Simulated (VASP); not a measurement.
# Al3Cu2 in VASP: further runs

Al3Cu2 is run at these levels: PBEsol; tasks: single point.

All numbers are computed with VASP 6.6.1; they aren't measurements. Logs are shortened: lines on timing, memory, paths and dates and some standing lists are left out, and cuts for length are marked.

## 1. The cell of the first run

The cell holds a disordered packing, 20 atoms: a = 6.124 Å, b = 7.900 Å, c = 6.237 Å, α = 78.91°, β = 92.54°, γ = 99.75°.

## 2. Single point, PBEsol

The input, INCAR:

```
SYSTEM = Al3Cu2
ALGO = Normal
EDIFF = 1E-6
ENCUT = 520
GGA = PS
ISIF = 2
ISMEAR = 0
ISYM = 0
LASPH = .True.
LCHARG = .False.
LREAL = Auto
LWAVE = .False.
NBANDS = 78
NELM = 60
PREC = Accurate
SIGMA = 0.1
```

The input, KPOINTS:

```
Automatic mesh
0
Gamma
  2 2 2
  0.5 0.5 0.5
```

The input, POSCAR:

```
Al3Cu2
1.0
    6.0935805510     -0.6020861069     -0.1127205174
   -0.5562143206      7.8517228391      0.6667854604
   -0.0960686117      0.6733414133      6.1998469968
Al Cu
12 8
Direct
    0.5703769567      0.0878563573      0.9085662360
    0.2532004970      0.9487060191      0.6595082970
   -0.0152504837     -0.0154926677      0.9951307770
    0.5080566967      0.9114936336      0.3410842221
    0.9359665581      0.3859981099      0.9014952132
    0.6971429277      0.5707305812      0.5712349545
    0.9175037179      0.1583484198      0.5855354635
    0.6596475921      0.6909404279      0.1110944564
    0.2562025010      0.4248046039      0.4469625127
    0.1656062496      0.7055125128      0.1875077485
    0.5059520061      0.3533877477      0.1094527382
    0.3331060834      0.6022910351      0.7978293663
    0.9182015760      0.8683705750      0.4110046621
    0.8040352298      0.1561934897      0.2103071409
    0.2035917355      0.1311505807      0.2820036958
   -0.0254899998      0.7059420982      0.8263275524
    0.2541976000      0.2459487779      0.8245579607
    0.6484471008      0.8564463656      0.7227183508
    0.8703111177      0.4465630729      0.2974614756
    0.5413817579      0.2331847774      0.5111025606
```

Potentials or basis: VASP PAW PBE potentials, release 64 (Al, Cu).

Launch:

```
cat potpaw_PBE.64/Al/POTCAR potpaw_PBE.64/Cu/POTCAR > POTCAR
mpirun -np 1 vasp_std > vasp.out
```

OUTCAR:

```text
SYSTEM = Al3Cu2
   EDIFF = 1E-6
   ENCUT = 520
   GGA = PS
   ISIF = 2
   ISMEAR = 0
   ISYM = 0
   LASPH = .True.
   LREAL = Auto
   NELM = 60
   PREC = Accurate

 ion  position               nearest neighbor table
   1  0.570  0.088  0.909-  14 2.40  17 2.46  18 2.46  20 2.54   2 2.66  11 2.73   3 2.79   4 2.80
                             7 2.90   5 2.96   8 3.27
   2  0.253  0.949  0.660-  16 2.44  15 2.55  13 2.58  18 2.64  20 2.65   1 2.66   4 2.67  17 2.74
                             3 2.80   7 2.82  12 2.82
   3  0.985  0.985  0.995-  14 2.49  17 2.51  15 2.53  13 2.61  16 2.61  10 2.69   7 2.71   8 2.79
                            18 2.79   1 2.79   2 2.80   5 3.18
   4  0.508  0.911  0.341-  14 2.45  18 2.48  13 2.60   2 2.67  10 2.69  15 2.72   8 2.75   1 2.80
                            20 2.91   6 3.17
   5  0.936  0.386  0.901-  14 2.44  16 2.45  17 2.50  19 2.66  12 2.75   6 2.80   7 2.90  11 2.94
                             1 2.96   3 3.18
   6  0.697  0.571  0.571-  19 2.48  16 2.52  13 2.55  18 2.67  12 2.76  20 2.77   5 2.80   8 2.86
                             9 2.89   4 3.17
   7  0.918  0.158  0.586-  14 2.41  20 2.48  17 2.57  19 2.66  18 2.67  15 2.70   3 2.71  13 2.72
                             9 2.73   2 2.82   5 2.90   1 2.90
   8  0.660  0.691  0.111-  18 2.53  19 2.57  16 2.65  11 2.68   4 2.75   3 2.79  13 2.82  12 2.83
                             6 2.86  10 3.10  10 3.11   1 3.27
   9  0.256  0.425  0.447-  20 2.47  17 2.50  19 2.52  10 2.61  15 2.68   7 2.73  12 2.80  11 2.85
                             6 2.89
  10  0.166  0.706  0.188-  16 2.49  19 2.50   9 2.61   3 2.69   4 2.69  13 2.73  12 2.98   8 3.10
                             8 3.11
  11  0.506  0.353  0.109-  15 2.45  17 2.48  20 2.52  19 2.54  14 2.58   8 2.68   1 2.73  12 2.80
                             9 2.85   5 2.94
  12  0.333  0.602  0.798-  16 2.49  18 2.53  17 2.75   5 2.75   6 2.76  11 2.80   9 2.80   2 2.82
                             8 2.83  10 2.98
  13  0.918  0.868  0.411-  15 2.50   6 2.55  14 2.57   2 2.58  18 2.58   4 2.60   3 2.61  16 2.70
                             7 2.72  10 2.73   8 2.82
  14  0.804  0.156  0.210-   1 2.40   7 2.41  19 2.42   5 2.44   4 2.45   3 2.49  15 2.50  13 2.57
                            11 2.58  20 2.74
  15  0.204  0.131  0.282-  11 2.45  14 2.50  13 2.50   3 2.53   2 2.55  20 2.57   9 2.68   7 2.70
                             4 2.72
  16  0.975  0.706  0.826-   2 2.44   5 2.45  10 2.49  18 2.49  12 2.49   6 2.52   3 2.61   8 2.65
                            13 2.70
  17  0.254  0.246  0.825-   1 2.46  11 2.48   9 2.50   5 2.50   3 2.51   7 2.57  20 2.71   2 2.74
                            12 2.75
  18  0.648  0.856  0.723-   1 2.46   4 2.48  16 2.49   8 2.53  12 2.53  13 2.58   2 2.64   7 2.67
                             6 2.67   3 2.79
  19  0.870  0.447  0.297-  14 2.42   6 2.48  10 2.50   9 2.52  11 2.54   8 2.57  20 2.63   5 2.66
                             7 2.66
  20  0.541  0.233  0.511-   9 2.47   7 2.48  11 2.52   1 2.54  15 2.57  19 2.63   2 2.65  17 2.71
                            14 2.74   6 2.77   4 2.91

IMPORTANT INFORMATION: All symmetrisations will be switched off!
NOSYMM: (Re-)initialisation of all symmetry stuff for point group C_1.

----------------------------------------------------------------------------------------

                                     Primitive cell

  volume of cell :     291.8160

  direct lattice vectors                    reciprocal lattice vectors
     6.093580551 -0.602086107 -0.112720517     0.165277129  0.011597674  0.001301443
    -0.556214321  7.851722839  0.666785460     0.012531673  0.129425535 -0.013862225
    -0.096068612  0.673341413  6.199846997     0.001657168 -0.013708688  0.162808829

  length of vectors
     6.124290777  7.899590417  6.237044221     0.165688651  0.130767630  0.163393357

  position of ions in fractional coordinates (direct lattice)
     0.570376957  0.087856357  0.908566236
     0.253200497  0.948706019  0.659508297
[... 51 lines left out ...]
 Gauss-broadening in eV      SIGMA  =   0.10
  energy-cutoff  :      520.00
  volume of cell :      291.82
 maximum number of plane-waves:      7864
 NGX is ok and might be reduce to    48
   NGX = 23   NGY = 29   NGZ = 23

 number of electron     124.0000005 magnetization

 Free energy of the ion-electron system (eV)
  ---------------------------------------------------
  ext. energy  EPLUGINS =         0.00000000
  ---------------------------------------------------
  free energy    TOTEN  =       -86.07748676 eV

  energy without entropy =      -86.06710800  energy(sigma->0) =      -86.07229738

 E-fermi :   7.7596     XC(G=0): -11.0795

 val. band max:        7.6595062722   @ k =  -0.2500   0.2500   0.2500
 cond. band min:       7.8596258440   @ k =   0.2500  -0.2500   0.2500
 fundamental gap:      0.2001195719
 Fermi energy:         7.7595892149

 k-point     1 :       0.2500    0.2500    0.2500
  band No.  band energies     occupation
      1      -2.2970      2.00000
      2      -0.9741      2.00000
      3      -0.5647      2.00000
      4      -0.2237      2.00000
      5       0.1617      2.00000
      6       1.0991      2.00000
[... 66 lines left out ...]
     73      10.8287      0.00000
     74      10.9706      0.00000

 k-point     2 :      -0.2500    0.2500    0.2500
  band No.  band energies     occupation
      1      -2.4282      2.00000
      2      -0.6345      2.00000
      3      -0.4473      2.00000
      4       0.0044      2.00000
      5       0.3922      2.00000
      6       0.6753      2.00000
[... 66 lines left out ...]
     73      10.4851      0.00000
     74      10.8715      0.00000

 k-point     3 :       0.2500   -0.2500    0.2500
  band No.  band energies     occupation
      1      -2.2801      2.00000
      2      -1.0396      2.00000
      3      -0.6177      2.00000
      4      -0.1684      2.00000
      5       0.2431      2.00000
      6       1.1852      2.00000
[... 66 lines left out ...]
     73      10.6765      0.00000
     74      10.9323      0.00000

 k-point     4 :      -0.2500   -0.2500    0.2500
  band No.  band energies     occupation
      1      -2.1801      2.00000
      2      -1.3843      2.00000
      3      -0.6582      2.00000
      4      -0.1896      2.00000
      5       0.9010      2.00000
      6       1.1218      2.00000
[... 66 lines left out ...]
     73      10.8805      0.00000
     74      10.9735      0.00000
 [bands above 74 left out]

------------------------ aborting loop because EDIFF is reached ----------------------------------------

  FORCE on cell =-STRESS in cart. coord.  units (eV):
  Direction    XX          YY          ZZ          XY          YZ          ZX
  --------------------------------------------------------------------------------------
  -------------------------------------------------------------------------------------
  Total        0.6305092      0.7530856      0.5593327     -0.0670665      0.0456671      0.0414223
  in kB        3.4617279      4.1347179      3.0709429     -0.3682198      0.2507291      0.2274238
  external PRESSURE =       3.5557962 kB  Pullay stress =       0.0000000 kB

 VOLUME and BASIS-vectors are now :
 -----------------------------------------------------------------------------
  energy-cutoff  :      520.00
  volume of cell :      291.82
      direct lattice vectors                 reciprocal lattice vectors
     6.093580551 -0.602086107 -0.112720517     0.165277129  0.011597674  0.001301443
    -0.556214321  7.851722839  0.666785460     0.012531673  0.129425535 -0.013862225
    -0.096068612  0.673341413  6.199846997     0.001657168 -0.013708688  0.162808829

 POSITION                                       TOTAL-FORCE (eV/Angst)
 -----------------------------------------------------------------------------------
      3.33949      0.95818      5.62726         0.008179      0.002749      0.006383
      0.95186      7.74060      4.69289        -0.002084      0.003862      0.006821
      5.35745      7.80724      6.71511        -0.005782     -0.001053     -0.010767
      2.55613      7.08057      2.66517        -0.005776     -0.004494     -0.004627
      5.40208      3.07423      5.74101        -0.006982     -0.014179     -0.015730
      3.87577      4.44611      3.84354        -0.014336      0.011902      0.008000
[... 12 lines left out ...]
      5.02635      3.18258      2.04388         0.015187      0.002631      0.006986
      3.12015      1.84909      3.26322         0.000239     -0.004970      0.004487
 -----------------------------------------------------------------------------------
    total drift:                                0.013942      0.004164      0.004064

  FREE ENERGIE OF THE ION-ELECTRON SYSTEM (eV)
  ---------------------------------------------------
  free  energy   TOTEN  =       -86.0774867602 eV

  energy  without entropy=      -86.0671080016  energy(sigma->0) =      -86.07229738
```

It took 1.7 min on 1 thread of Intel Xeon 6975P-C (Granite Rapids), shared host; peak memory 0.36 GiB.

Results:

```
Free energy            : -86.0775 eV
Pressure               : 0.4 GPa
Largest force          : 0.024 eV/Å
Band gap on the k mesh : zero (bands 62 and 63 overlap by 0.78 eV)
```

Forces in eV/Å, atoms in the order of the input:
```
Al   0.008  0.003  0.006
Al  -0.002  0.004  0.007
Al  -0.006 -0.001 -0.011
Al  -0.006 -0.004 -0.005
Al  -0.007 -0.014 -0.016
Al  -0.014  0.012  0.008
Al   0.001 -0.006  0.014
Al  -0.003  0.005  0.003
Al  -0.001  0.004 -0.005
Al  -0.003  0.008 -0.017
Al   0.004  0.008 -0.004
Al   0.002 -0.001  0.000
Cu   0.002 -0.007  0.023
Cu  -0.006 -0.019  0.001
Cu   0.007  0.007 -0.006
Cu  -0.007  0.002 -0.003
Cu   0.005  0.003  0.006
Cu   0.009  0.001 -0.013
Cu   0.015  0.003  0.007
Cu   0.000 -0.005  0.004
```

Levels at points of the mesh, in eV from the Fermi level:
```
           k point  band 60  band 61  band 62  band 63  band 64  band 65
(0.25, 0.25, 0.25)    -0.95    -0.78    -0.62    -0.26     1.11     1.43
```

Caveat: the k points lie up to 0.52 Å⁻¹ apart, too coarse for converged energies and pressures of a metal; the atoms stand as in a frame of molecular dynamics; the PAW data sets were made with another functional, which shifts forces and pressure a little.

## 3. Single point, PBEsol

This run uses another cell than the first one, of 16.82 Å³/atom.

The input, INCAR:

```
PREC     = Accurate       # precision mode
ENCUT    = 520            # plane-wave cutoff, eV
EDIFF    = 1E-6           # SCF threshold, eV
ISMEAR   = -1             # smearing method
SIGMA    = 0.1482         # smearing width, eV
LREAL    = Auto         
LASPH    = True           # aspherical terms in the spheres
NELM     = 100            # most SCF steps
ALGO     = Normal         # electronic algorithm
ISIF     = 2              # what is computed and relaxed
LWAVE    = False          # write WAVECAR
LCHARG   = True           # write CHGCAR
GGA      = PS             # functional
LELF     = True           # ELF
LVHAR    = True         
NBANDS   = 78             # bands
```

The input, KPOINTS:

```
Automatic mesh
0
Gamma
  4 3 3
```

The input, POSCAR:

```
Al3Cu2
1.0
    6.8921920000     -0.1854640000     -0.0600550000
   -0.1854640000      6.9738980000      0.0067840000
   -0.0600550000      0.0067840000      7.0022850000
Al Cu
12 8
Direct
    0.5869383187      0.1535807017      0.8642322489
    0.2144969685      0.8880920476      0.5581344178
    0.9989407166      0.9846964410      0.9324111951
    0.5227593833      0.7366434208      0.3511892691
    0.9242417533      0.4895630533      0.9377741069
    0.6287706762      0.4643591669      0.6759949086
    0.8905548447      0.1123858858      0.5664304265
    0.6569334436      0.6849021597      0.9946179242
    0.2162272989      0.4079280610      0.4838006662
    0.1272600854      0.6086266098      0.2367761369
    0.4036197253      0.3582967865      0.0812178842
    0.2547299727      0.6317906534      0.8374502399
    0.9082444618      0.8837988100      0.2890173003
    0.8900133744      0.1928994300      0.1632963782
    0.1964684276      0.0722423542      0.2730923849
    0.8563414845      0.7988016992      0.6962610662
    0.2053474073      0.2358476439      0.7916245360
    0.4765815324      0.8239277945      0.7452461432
    0.8087235595      0.5210151288      0.3308238109
    0.5337739883      0.2465495627      0.3538302079
```

Potentials or basis: VASP PAW PBE potentials, release 64 (Al, Cu).

Launch:

```
cat potpaw_PBE.64/Al/POTCAR potpaw_PBE.64/Cu/POTCAR > POTCAR
mpirun -np 1 vasp_std > vasp.out
```

It took 9.6 min on 1 thread of Intel Xeon 6975P-C (Granite Rapids), shared host; peak memory 0.56 GiB.

The run converged. Its results:

```
Free energy            : -78.1735 eV
Pressure               : -1.9 GPa
Largest force          : 3.347 eV/Å
Band gap on the k mesh : zero (bands 62 and 63 overlap by 0.51 eV)
```

Forces in eV/Å, atoms in the order of the input:
```
Al   0.673 -1.478 -0.083
Al  -0.780  0.363 -0.304
Al   0.407 -0.131  0.761
Al   0.052  0.184  0.647
Al   0.764 -1.884 -0.351
Al  -0.306  0.573 -1.448
Al  -0.176  1.205 -0.601
Al  -1.005  1.396  1.046
Al   0.711 -1.683  1.277
Al   0.387  1.955 -1.569
Al  -0.981  0.704  0.285
Al  -1.400 -1.815  1.022
Cu  -0.679 -1.212  0.347
Cu  -0.933  1.378  0.437
Cu   0.932  0.635 -0.393
Cu  -0.548 -1.471 -0.779
Cu   0.163  0.423 -0.216
Cu   2.691  1.599 -1.183
Cu  -0.665 -0.361 -0.051
Cu   0.690 -0.380  1.156
```

Stress tensor (GPa, compression positive):
```
-3.04 -0.48 -0.06
-0.48 -1.07 -2.81
-0.06 -2.81 -1.57
```

Levels at points of the mesh, in eV from the Fermi level:
| k point | band 59 | band 60 | band 61 | band 62 | band 63 | band 64 | band 65 | band 66 |
| --- | --- | --- | --- | --- | --- | --- | --- | --- |
| (0.00, 0.00, 0.00) | -1.53 | -0.67 | -0.62 | -0.28 | 0.05 | 0.24 | 0.47 | 0.80 |
| (0.50, 0.00, 0.00) | -1.37 | -0.91 | -0.17 | -0.02 | 0.34 | 0.56 | 0.68 | 0.92 |

Caveat: the atoms stand as in a frame of molecular dynamics; the PAW data sets were made with another functional, which shifts forces and pressure a little.

## 4. Single point, PBEsol

This run uses another cell than the first one, of 16.82 Å³/atom.

The input, INCAR:

```
SYSTEM = Al3Cu2
PREC     = Accurate       ! precision mode
ENCUT    = 520            ! plane-wave cutoff, eV
EDIFF    = 1E-6           ! SCF threshold, eV
ISMEAR   = -1             ! smearing method
SIGMA    = 0.1069         ! smearing width, eV
LREAL    = Auto         
LASPH    = .True.         ! aspherical terms in the spheres
NELM     = 100            ! most SCF steps
ALGO     = Normal         ! electronic algorithm
ISIF     = 2              ! what is computed and relaxed
LWAVE    = .False.        ! write WAVECAR
LCHARG   = .True.         ! write CHGCAR
GGA      = PS             ! functional
LELF     = .True.         ! ELF
LVHAR    = .True.       
NBANDS   = 78             ! bands
```

The input, KPOINTS:

```
Automatic mesh
0
Gamma
  4 3 3
  0 0 0
```

The input, POSCAR:

```
Al3Cu2
1.0
    6.8921920000     -0.1854640000     -0.0600550000
   -0.1854640000      6.9738980000      0.0067840000
   -0.0600550000      0.0067840000      7.0022850000
Al Cu
12 8
Direct
    0.5075571722      0.0279027697      0.8350089393
    0.2838128279      0.9440087750      0.5893353248
    0.0561898026      0.0753513382      0.8956522920
    0.4319862322      0.7015152413      0.3312925265
    0.8512827267      0.3755861948      0.9388235224
    0.6183387497      0.4888715254      0.6494993649
    0.8613342875      0.1473703231      0.5891870908
    0.7320247859      0.8241217998      0.0626848067
    0.1418547701      0.4345653169      0.4522678435
    0.1177819472      0.7290806647      0.1195649357
    0.4362142582      0.3946507667      0.1265738774
    0.3441033743      0.6580710327      0.8460198938
    0.9783197605      0.8764672732      0.4149586194
    0.8132207869      0.1693372684      0.2256723534
    0.1999651142      0.0597128215      0.2394360333
    0.9691849155      0.7322436488      0.7909648582
    0.3298528167      0.3167636956      0.7608475952
    0.6071855635      0.8357137687      0.5997333343
    0.8218597660      0.5614404141      0.3513433343
    0.5124152062      0.2025076680      0.4222774876
```

Launch:

```
cat potpaw_PBE.64/Al/POTCAR potpaw_PBE.64/Cu/POTCAR > POTCAR
mpirun -np 1 vasp_std > vasp.out
```

Wall time 9.5 min (1 thread of Intel Xeon 6975P-C (Granite Rapids), shared host); peak memory 0.56 GiB.

It converged, with:

```yaml
Free_energy: -79.4583 eV
Pressure: -5.2 GPa
Largest_force: 3.194 eV/Å
Band_gap_on_the_k_mesh: zero (bands 62 and 63 overlap by 0.47 eV)
```

Forces on the atoms (eV/Å):
```
Al   0.983  1.770  2.471
Al  -1.974  0.346 -1.559
Al   0.789 -0.416  1.006
Al   0.485  0.344 -0.223
Al  -0.104  0.731  0.104
Al   0.688 -0.299 -0.269
Al  -0.695  0.375 -0.441
Al   0.136 -0.215  0.352
Al   0.346 -0.134  0.048
Al  -1.006 -0.155  0.312
Al   0.105 -1.148 -0.333
Al   0.033 -0.144 -0.396
Cu  -0.971 -0.699  0.291
Cu   0.276  0.123 -0.003
Cu   0.760  0.896 -0.117
Cu  -0.224 -0.119 -0.501
Cu  -0.399 -0.493 -0.011
Cu   1.377 -0.468 -0.592
Cu  -0.539 -0.273 -0.516
Cu  -0.065 -0.020  0.377
```

Stress tensor (GPa, compression positive):
```
-6.31 -1.10  0.98
-1.10 -5.46  1.64
 0.98  1.64 -3.85
```

Levels at points of the mesh, in eV from the Fermi level:
```tsv
k point	band 58	band 59	band 60	band 61	band 62	band 63	band 64	band 65	band 66	band 67
(0.00, 0.00, 0.00)	-1.74	-1.71	-0.70	-0.47	-0.27	0.13	0.20	0.31	0.44	0.70
(0.50, 0.00, 0.00)	-1.44	-1.42	-1.23	-0.45	0.16	0.33	0.67	0.94	1.01	1.55
```

Caveat: the atoms stand as in a frame of molecular dynamics; the PAW data sets were made with another functional, which shifts forces and pressure a little.

## 5. Summary

| cell | k mesh | smearing | gap on the mesh (eV) | pressure (GPa) | largest force (eV/Å) |
| --- | --- | --- | --- | --- | --- |
| a = 6.124, b = 7.900, c = 6.237 Å, angles 78.9, 92.5, 99.7°, 20 atoms, atomic positions A | 2 × 2 × 2, shifted | gaussian 0.1 eV | none | 0.4 | 0.02 |
| a = 6.895, b = 6.976, c = 7.003 Å, angles 89.9, 91.0, 93.1°, 20 atoms, atomic positions B | 4 × 3 × 3 | fermi-dirac 0.1482 eV | none | -1.9 | 3.35 |
| a = 6.895, b = 6.976, c = 7.003 Å, angles 89.9, 91.0, 93.1°, 20 atoms, atomic positions C | 4 × 3 × 3 | fermi-dirac 0.1069 eV | none | -5.2 | 3.19 |

Alike in all rows: task single point; level PBEsol; potentials or basis VASP PAW PBE potentials, release 64 (Al, Cu); no spin polarisation; cutoff (eV) 520.

Caveats: some runs use coarse meshes; the atoms stand as in a frame of molecular dynamics; the PAW data sets were made with another functional, which shifts forces and pressure a little.

Total energies depend on the potentials used, so only differences within one code and one set of settings carry meaning.

The gap in the log of VASP goes by the Fermi energy; the results here count the filled bands.